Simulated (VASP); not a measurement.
# Cd (P6/mmm) in VASP: further runs

The runs below take Cd through single point, relaxation of cell and atoms, with revPBE.

All numbers are computed with VASP 6.6.1; they aren't measurements. Logs are shortened: lines on timing, memory, paths and dates and some standing lists are left out, and cuts for length are marked.

## 1. The cell of the first run

It takes space group P6/mmm (No. 191, hexagonal). Conventional cell: a = 5.293 Å, b = 5.293 Å, c = 3.193 Å, α = 90.00°, β = 90.00°, γ = 120.00°. Within 4.2 Å of Cd (site symmetry 6/mmm) lie 14 Cd at 3.19 to 3.45 Å. Cd (site symmetry -6m2) has 11 Cd at 3.06 to 3.45 Å within 4.0 Å.

## 2. Single point, revPBE (volume scaled by 1.04)

Contents of INCAR:

```
PREC = Accurate ; ENCUT = 520
EDIFF = 1E-6 ; ISMEAR = -1
SIGMA = 0.1 ; LREAL = False
LASPH = True ; NELM = 100
ALGO = Normal ; ISIF = 2
LWAVE = False ; LCHARG = False
GGA = RE ; NBANDS = 25
```

Contents of KPOINTS:

```
regular mesh
0
Gamma
  8 8 11
```

Contents of POSCAR:

```
Cd
1.0
    5.2934912411      0.0000000000      0.0000000000
   -2.6467456205      4.5842978895      0.0000000000
    0.0000000000      0.0000000000      3.1925250571
Cd
3
Direct
    1.0000000000      0.0000000000      0.0000000000
    0.3333333333      0.6666666667      0.5000000000
    0.6666666667      0.3333333333      0.5000000000
```

Potentials or basis: VASP PAW PBE potentials, release 64 (Cd).

Command:

```bash
$ cat potpaw_PBE.64/Cd/POTCAR > POTCAR
$ mpirun -np 1 vasp_std > vasp.out
```

OUTCAR:

```text
PREC = Accurate
   ENCUT = 520
   EDIFF = 1E-6
   ISMEAR = -1
   LREAL = False
   LASPH = True
   NELM = 100
   ISIF = 2
   GGA = RE

 ion  position               nearest neighbor table
   1  0.000  0.000  0.000-   2 3.45   3 3.45   2 3.45   3 3.45   2 3.45   2 3.45   3 3.45   3 3.45
                             3 3.45   3 3.45   2 3.45   2 3.45
   2  0.333  0.667  0.500-   3 3.06   3 3.06   3 3.06   1 3.45   1 3.45   1 3.45   1 3.45   1 3.45
                             1 3.45
   3  0.667  0.333  0.500-   2 3.06   2 3.06   2 3.06   1 3.45   1 3.45   1 3.45   1 3.45   1 3.45
                             1 3.45

  LATTYP: Found a hexagonal cell.
 ALAT       =     5.2934912411
 C/A-ratio  =     0.6031038707

  Lattice vectors:

 A1 = (   5.2934912411,   0.0000000000,   0.0000000000)
 A2 = (  -2.6467456205,   4.5842978895,   0.0000000000)
 A3 = (   0.0000000000,   0.0000000000,   3.1925250571)

Analysis of symmetry for initial positions (statically):
=====================================================================
 Subroutine PRICEL returns:
 Original cell was already a primitive cell.

 Routine SETGRP: Setting up the symmetry group for a
 hexagonal supercell.

 Subroutine GETGRP returns: Found 24 space group operations
 (whereof 24 operations were pure point group operations)
 out of a pool of 24 trial point group operations.

The static configuration has the point symmetry D_6h.

Analysis of symmetry for dynamics (positions and initial velocities):
=====================================================================
 Subroutine PRICEL returns:
 Original cell was already a primitive cell.

 Routine SETGRP: Setting up the symmetry group for a
 hexagonal supercell.

 Subroutine GETGRP returns: Found 24 space group operations
 (whereof 24 operations were pure point group operations)
 out of a pool of 24 trial point group operations.

The dynamic configuration has the point symmetry D_6h.

 Subroutine INISYM returns: Found 24 space group operations
 (whereof 24 operations are pure point group operations),
 and found     1 'primitive' translations

----------------------------------------------------------------------------------------

                                     Primitive cell

  volume of cell :      77.4728

  direct lattice vectors                    reciprocal lattice vectors
     5.293491241  0.000000000  0.000000000     0.188911241  0.109067956  0.000000000
    -2.646745620  4.584297890  0.000000000     0.000000000  0.218135912  0.000000000
     0.000000000  0.000000000  3.192525057     0.000000000  0.000000000  0.313231684

  length of vectors
     5.293491241  5.293491241  3.192525057     0.218135912  0.218135912  0.313231684

  position of ions in fractional coordinates (direct lattice)
     0.000000000  0.000000000  0.000000000
     0.333333333  0.666666667  0.500000000
     0.666666667  0.333333333  0.500000000

  ion indices of the primitive-cell ions
   primitive index   ion index
                 1           1
                 2           2
                 3           3

----------------------------------------------------------------------------------------

 KPOINTS: regular mesh

Automatic generation of k-mesh.
 Grid dimensions read from file:
 generate k-points for:    8    8   11

 Generating k-lattice:

  Cartesian coordinates                     Fractional coordinates (reciprocal lattice)
     0.023613905  0.013633494  0.000000000     0.125000000 -0.000000000  0.000000000
     0.000000000  0.027266989  0.000000000     0.000000000  0.125000000  0.000000000
     0.000000000  0.000000000  0.028475608     0.000000000  0.000000000  0.090909091

  Length of vectors
     0.027266989  0.027266989  0.028475608

  Shift w.r.t. Gamma in fractional coordinates (k-lattice)
     0.000000000  0.000000000  0.000000000

 Subroutine IBZKPT returns following result:
 ===========================================

 Found     60 irreducible k-points:

 Following reciprocal coordinates:
            Coordinates               Weight
  0.000000  0.000000  0.000000      1.000000
  0.125000  0.000000  0.000000      6.000000
  0.250000  0.000000  0.000000      6.000000
  0.375000 -0.000000  0.000000      6.000000
  0.500000  0.000000  0.000000      3.000000
  0.125000  0.125000  0.000000      6.000000
[... 16 lines left out ...]
  0.250000  0.000000  0.181818     12.000000
  0.375000 -0.000000  0.181818     12.000000
 [... further k-points ...]
   k-points           NKPTS =     60   k-points in BZ     NKDIM =     60   number of bands    NBANDS=     25
   number of dos      NEDOS =    301   number of ions     NIONS =      3
   total plane-waves  NPLWV =  38400
   dimension x,y,z NGX =    40 NGY =   40 NGZ =   24
   dimension x,y,z NGXF=    80 NGYF=   80 NGZF=   48
   ions per type =               3
   NGX,Y,Z   is equivalent  to a cutoff of  12.56, 12.56, 12.50 a.u.
   NGXF,Y,Z  is equivalent  to a cutoff of  25.12, 25.12, 25.00 a.u.
 SYSTEM =  unknown system
   PREC   = accura    normal or accurate (medium, high low for compatibility)
   ISTART =      0    job   : 0-new  1-cont  2-samecut
   ICHARG =      2    charge: 1-file 2-atom 10-const
   ISPIN  =      1    spin polarized calculation?
   LNONCOLLINEAR =      F non collinear calculations
   LSORBIT =      F    spin-orbit coupling
   LASPH  =      T    aspherical Exc in radial PAW
   ENCUT  =  520.0 eV  38.22 Ry    6.18 a.u.   9.84  9.84  5.94*2*pi/ulx,y,z
   NELM   =    100;   NELMIN=  2; NELMDL= -5     # of ELM steps
   EDIFF  = 0.1E-05   stopping-criterion for ELM
   LREAL  =      F    real-space projection
   EDIFFG = 0.1E-04   stopping-criterion for IOM
   NSW    =      0    number of steps for IOM
   IBRION =     -1    ionic relax: 0-MD 1-quasi-New 2-CG
   NFREE  =      0    steps in history (QN), initial steepest desc. (CG)
   ISIF   =      2    stress and relaxation
   ISYM   =      2    0-nonsym 1-usesym 2-fastsym
   POTIM  = 0.5000    time-step for ionic-motion
   TEBEG  =    0.0;   TEEND  =   0.0 temperature during run
   PSTRESS=    0.0 pullay stress
   NELECT =      36.0000    total number of electrons
   NUPDOWN=      -1.0000    fix difference up-down
   EMIN   =  10.00;   EMAX   =-10.00  energy-range for DOS
   EFERMI =   0.00;   METHOD = LEGACY
   ISMEAR =    -1;   SIGMA  =   0.10  broadening in eV -4-tet -1-fermi 0-gaus
   EFERMI_NEDOS =   21; number of points for ismear=-14 and -15
   IALGO  =     38    algorithm
   IMIX   =      4    mixing-type and parameters
     AMIX     =   0.40;   BMIX     =  1.00
     AMIX_MAG =   1.60;   BMIX_MAG =  1.00
  volume/ion in A,a.u.               =      25.82       174.27
  Fermi-wavevector in a.u.,A,eV,Ry     =   1.268019  2.396209 21.876441  1.607873
  Thomas-Fermi vector in A             =   2.401136
   LORBIT       =      0    0 simple, 1 ext, 2 COOP (PROOUT), +10 PAW based schemes
   GGA     = RE    functional components
   LHFCALC =     F    Hartree Fock is set to
   AEXX    =    0.0000 exact exchange contribution
   IVDW    =     0    specifies the selected vdW correction
   LEPSILON=     F    determine dielectric tensor
   LRPA    =     F    only Hartree local field effects (RPA)
 non-spin polarized calculation
  energy-cutoff  :      520.00
  volume of cell :       77.47
 maximum number of plane-waves:      2112
 NGX is ok and might be reduce to    40
   NGX = 19   NGY = 19   NGZ = 11

 number of electron      36.0000009 magnetization

 Free energy of the ion-electron system (eV)
  ---------------------------------------------------
  ext. energy  EPLUGINS =         0.00000000
  ---------------------------------------------------
  free energy    TOTEN  =        -1.12843164 eV

  energy without entropy =       -1.08991360  energy(sigma->0) =       -1.10917262

 E-fermi :   1.8586     XC(G=0): -10.0174

 val. band max:        1.8555083703   @ k =   0.1250   0.0000   0.1818
 cond. band min:       1.8612598631   @ k =   0.0000   0.0000   0.0000
 fundamental gap:      0.0057514928
 Fermi energy:         1.8586426289

 k-point     1 :       0.0000    0.0000    0.0000
  band No.  band energies     occupation
      1      -7.4252      2.00000
      2      -7.0380      2.00000
      3      -7.0216      2.00000
      4      -6.9414      2.00000
      5      -6.9414      2.00000
      6      -6.7901      2.00000
[... 17 lines left out ...]
     24      12.8588      0.00000
     25      15.9598      0.00000

 k-point     2 :       0.1250    0.0000    0.0000
  band No.  band energies     occupation
      1      -7.4079      2.00000
      2      -7.0679      2.00000
      3      -7.0484      2.00000
      4      -7.0059      2.00000
      5      -6.9848      2.00000
      6      -6.8321      2.00000
[... 17 lines left out ...]
     24      12.9133      0.00000
     25      14.6546      0.00000

 k-point     3 :       0.2500    0.0000    0.0000
  band No.  band energies     occupation
      1      -7.3613      2.00000
      2      -7.1832      2.00000
      3      -7.0901      2.00000
      4      -7.0863      2.00000
      5      -7.0239      2.00000
      6      -6.8582      2.00000
[... 17 lines left out ...]
     24      12.3139      0.00000
     25      12.7587      0.00000

 k-point     4 :       0.3750   -0.0000    0.0000
  band No.  band energies     occupation
      1      -7.3032      2.00000
      2      -7.2807      2.00000
      3      -7.1432      2.00000
      4      -7.1338      2.00000
      5      -7.0448      2.00000
      6      -6.8820      2.00000
[... 17 lines left out ...]
     24      10.6348      0.00000
     25      10.7338      0.00000

 k-point     5 :       0.5000    0.0000    0.0000
  band No.  band energies     occupation
      1      -7.3267      2.00000
      2      -7.2489      2.00000
      3      -7.1850      2.00000
      4      -7.1487      2.00000
      5      -7.0528      2.00000
      6      -6.8920      2.00000
[... 17 lines left out ...]
     24      10.5517      0.00000
     25      11.6441      0.00000

 k-point     6 :       0.1250    0.1250    0.0000
  band No.  band energies     occupation
      1      -7.3760      2.00000
      2      -7.1381      2.00000
      3      -7.1073      2.00000
      4      -7.0358      2.00000
      5      -7.0293      2.00000
      6      -6.8702      2.00000
[... 17 lines left out ...]
     24      12.4382      0.00000
     25      13.0314      0.00000
[... 393 lines left out ...]
 k-point    21 :       0.0000    0.0000    0.1818
  band No.  band energies     occupation
      1      -7.2475      2.00000
      2      -7.0080      2.00000
      3      -7.0080      2.00000
      4      -6.9358      2.00000
      5      -6.9358      2.00000
      6      -6.9155      2.00000
[... 17 lines left out ...]
     24      12.6592      0.00000
     25      12.7743      0.00000

 k-point    22 :       0.1250    0.0000    0.1818
  band No.  band energies     occupation
      1      -7.2390      2.00000
      2      -7.0666      2.00000
      3      -7.0580      2.00000
      4      -6.9530      2.00000
      5      -6.9465      2.00000
      6      -6.8927      2.00000
[... 17 lines left out ...]
     24      11.4851      0.00000
     25      12.1056      0.00000

 k-point    23 :       0.2500    0.0000    0.1818
  band No.  band energies     occupation
      1      -7.2274      2.00000
      2      -7.1315      2.00000
      3      -7.1171      2.00000
      4      -6.9539      2.00000
      5      -6.9533      2.00000
      6      -6.8851      2.00000
[... 17 lines left out ...]
     24      10.0608      0.00000
     25      11.4866      0.00000

 k-point    24 :       0.3750   -0.0000    0.1818
  band No.  band energies     occupation
      1      -7.2478      2.00000
      2      -7.1522      2.00000
      3      -7.1334      2.00000
      4      -6.9891      2.00000
      5      -6.9394      2.00000
      6      -6.8688      2.00000
[... 17 lines left out ...]
     24       9.9763      0.00000
     25      10.6070      0.00000

 [... further k-points ...]

------------------------ aborting loop because EDIFF is reached ----------------------------------------

  FORCE on cell =-STRESS in cart. coord.  units (eV):
  Direction    XX          YY          ZZ          XY          YZ          ZX
  --------------------------------------------------------------------------------------
  -------------------------------------------------------------------------------------
  Total       -0.3641409     -0.3641409     -0.3744844     -0.0000000      0.0000000      0.0000000
  in kB       -7.5306197     -7.5306197     -7.7445290     -0.0000000      0.0000000      0.0000000
  external PRESSURE =      -7.6019228 kB  Pullay stress =       0.0000000 kB

 VOLUME and BASIS-vectors are now :
 -----------------------------------------------------------------------------
  energy-cutoff  :      520.00
  volume of cell :       77.47
      direct lattice vectors                 reciprocal lattice vectors
     5.293491241  0.000000000  0.000000000     0.188911241  0.109067956  0.000000000
    -2.646745620  4.584297890  0.000000000     0.000000000  0.218135912  0.000000000
     0.000000000  0.000000000  3.192525057     0.000000000  0.000000000  0.313231684

 POSITION                                       TOTAL-FORCE (eV/Angst)
 -----------------------------------------------------------------------------------
      0.00000      0.00000      0.00000        -0.000000      0.000000     -0.000000
     -0.00000      3.05620      1.59626         0.000000     -0.000000     -0.000000
      2.64675      1.52810      1.59626        -0.000000      0.000000      0.000000
 -----------------------------------------------------------------------------------
    total drift:                                0.000000     -0.000000      0.000000

  FREE ENERGIE OF THE ION-ELECTRON SYSTEM (eV)
  ---------------------------------------------------
  free  energy   TOTEN  =        -1.1284316432 eV

  energy  without entropy=       -1.0899136012  energy(sigma->0) =       -1.10917262
```

Run time: 52 s. Hardware: 1 thread of Intel Xeon Platinum 8488C (Sapphire Rapids), shared host; peak memory 0.23 GiB.

What came out:

| Property | Result |
| --- | --- |
| Free energy | -1.1284 eV |
| Pressure | -0.8 GPa |
| Band gap on the k mesh | zero (band 18 reaches 4.85 eV, above the bottom of band 19 at 0.67 eV) |

Caveat: the cell differs from its parent crystal (volume scaled by 1.04); the PAW data sets were made with another functional, which shifts forces and pressure a little.

## 3. Single point, revPBE (volume scaled by 1.12)

Contents of INCAR:

```
  ALGO = Normal
  EDIFF = 1E-6
  ENCUT = 520
  GGA = RE
  ISIF = 2
  ISMEAR = -1
  LASPH = True
  LCHARG = False
  LREAL = False
  LWAVE = False
  NBANDS = 25
  NELM = 100
  PREC = Accurate
  SIGMA = 0.1
```

Contents of KPOINTS:

```
k-points
0
Gamma
  8 8 11
```

Contents of POSCAR:

```
Cd
1.0
    5.4258830237      0.0000000000      0.0000000000
   -2.7129415118      4.6989525365      0.0000000000
    0.0000000000      0.0000000000      3.2723710536
Cd
3
Direct
    1.0000000000      0.0000000000      0.0000000000
    0.3333333333      0.6666666667      0.5000000000
    0.6666666667      0.3333333333      0.5000000000
```

Potentials or basis: VASP PAW PBE potentials, release 64 (Cd).

Command:

```bash
$ cat potpaw_PBE.64/Cd/POTCAR > POTCAR
$ mpirun -np 1 vasp_std > vasp.out
```

It took 56 s on 1 thread of Intel Xeon Platinum 8488C (Sapphire Rapids), shared host; peak memory 0.23 GiB.

Results (log left out):

```yaml
Free_energy: -1.0753 eV
Pressure: -2.0 GPa
Band_gap_on_the_k_mesh: zero (band 18 reaches 4.22 eV, above the bottom of band 19 at 0.16 eV)
```

Stress tensor (GPa, compression positive):
```
-1.95  0.00  0.00
 0.00 -1.95  0.00
 0.00  0.00 -2.02
```

Levels at points of the mesh, in eV from the Fermi level:
```
           k point  band 14  band 15  band 16  band 17  band 18  band 19  band 20  band 21  band 22  band 23
(0.00, 0.00, 0.00)    -8.16    -8.16    -7.16    -0.15     0.03     1.00     1.00     1.07     1.07     7.10
(0.50, 0.00, 0.00)    -8.22    -8.13    -5.20    -5.20    -1.29    -1.27     5.72     5.77     6.69     6.73
```

Caveat: the cell differs from its parent crystal (volume scaled by 1.12); the PAW data sets were made with another functional, which shifts forces and pressure a little.

## 4. Relaxation of cell and atoms, revPBE

This run uses another cell than the first one, of 21.59 Å³/atom, 0.836 times its volume.

Contents of INCAR:

```
SYSTEM = Cd
  PREC = Accurate
  ENCUT = 600
  EDIFF = 1E-7
  ISMEAR = -1
  SIGMA = 0.1
  LREAL = .FALSE.
  LASPH = .TRUE.
  NELM = 80
  ALGO = Normal
  ISIF = 3
  LWAVE = .FALSE.
  LCHARG = .FALSE.
  GGA = RE
  IBRION = 2
  NSW = 80
  EDIFFG = -0.01
```

Contents of KPOINTS:

```
regular mesh
0
G
  7 7 10
  0 0 0
```

Contents of POSCAR:

```
Cd
1.0
    4.9594071630      0.0000000000      0.0000000000
   -2.4797035815      4.2949725909      0.0000000000
    0.0000000000      0.0000000000      3.0401165909
Cd
3
Direct
    0.0000000000      0.0000000000      0.0000000000
    0.3333333333      0.6666666667      0.5000000000
    0.6666666667      0.3333333333      0.5000000000
```

Command:

```bash
$ cat potpaw_PBE.64/Cd/POTCAR > POTCAR
$ mpirun -np 1 vasp_std > vasp.out
```

Run time: 5.6 min. Hardware: 1 thread of AMD EPYC 7R43 (Zen 3), shared host; peak memory 0.2 GiB.

It converged, with:

```
Free energy                            : -1.1355 eV
Relaxed volume                         : 24.95 Å³/atom
Relaxed cell                           : a = 5.231 Å, b = 5.231 Å, c = 3.158 Å, α = 90.00°, β = 90.00°, γ = 120.00°
Space group after relaxing (to 0.05 Å) : P6/mmm (No. 191)
Energy gained by relaxing              : 58.4 meV/atom
Ionic steps                            : 8
Pressure after relaxing                : 0.0 GPa
Band gap on the k mesh                 : zero (band 18 reaches 5.50 eV, above the bottom of band 19 at 0.96 eV)
```

The path:
```
step  energy change (eV)  largest force (eV/Å)  pressure (GPa)  volume (Å³)
   1              0.0000                0.0000            6.58        64.76
   2             -0.1725                0.0000            0.58        73.42
   3             -0.1750                0.0000           -0.08        75.08
   4             -0.1750                0.0000           -0.01        74.86
   5             -0.1750                0.0000            0.07        74.65
   6             -0.1750                0.0000            0.07        74.64
   7             -0.1752                0.0000            0.08        74.61
   8             -0.1752                0.0000           -0.01        74.84
```

Final structure:
```yaml
crystal:
  lattice:
    - [5.23105, 0.00000, 0.00000]
    - [-2.61553, 4.53022, 0.00000]
    - [0.00000, 0.00000, 3.15791]
  atoms:
    - { symbol: Cd, position: [0.00000, 0.00000, 0.00000] }
    - { symbol: Cd, position: [0.33333, 0.66667, 0.50000] }
    - { symbol: Cd, position: [0.66667, 0.33333, 0.50000] }
```

Levels at points of the mesh, in eV from the Fermi level:
```
           k point  band 16  band 17  band 18  band 19  band 20  band 21
(0.00, 0.00, 0.00)    -7.83     0.12     0.32     0.96     0.96     1.01
(0.00, 0.00, 0.50)    -3.51    -3.10     3.46     3.54     3.54     3.57
```

Caveat: the volume moved by over 15 % at a fixed basis, so the end points are rough; the PAW data sets were made with another functional, which shifts forces and pressure a little.

## 5. Summary

```tsv
task	cell	k mesh	cutoff (eV)	gap on the mesh (eV)	pressure (GPa)
single point	a = 5.293, b = 5.293, c = 3.193 Å, angles 90.0, 90.0, 120.0°, 3 atoms	8 × 8 × 11	520	none	-0.8
single point	a = 5.426, b = 5.426, c = 3.272 Å, angles 90.0, 90.0, 120.0°, 3 atoms	8 × 8 × 11	520	none	-2.0
relaxation of cell and atoms	relaxed from a = 4.959, b = 4.959, c = 3.040 Å, angles 90.0, 90.0, 120.0°, 3 atoms	7 × 7 × 10	600	none	0.0
```

Alike in all rows: level revPBE; potentials or basis VASP PAW PBE potentials, release 64 (Cd); no spin polarisation; smearing fermi-dirac 0.1 eV.

Caveats: the PAW data sets were made with another functional, which shifts forces and pressure a little; the volume moved by over 15 % at a fixed basis, so the end points are rough (some runs).

Absolute energies hang on the potentials; compare differences alone.
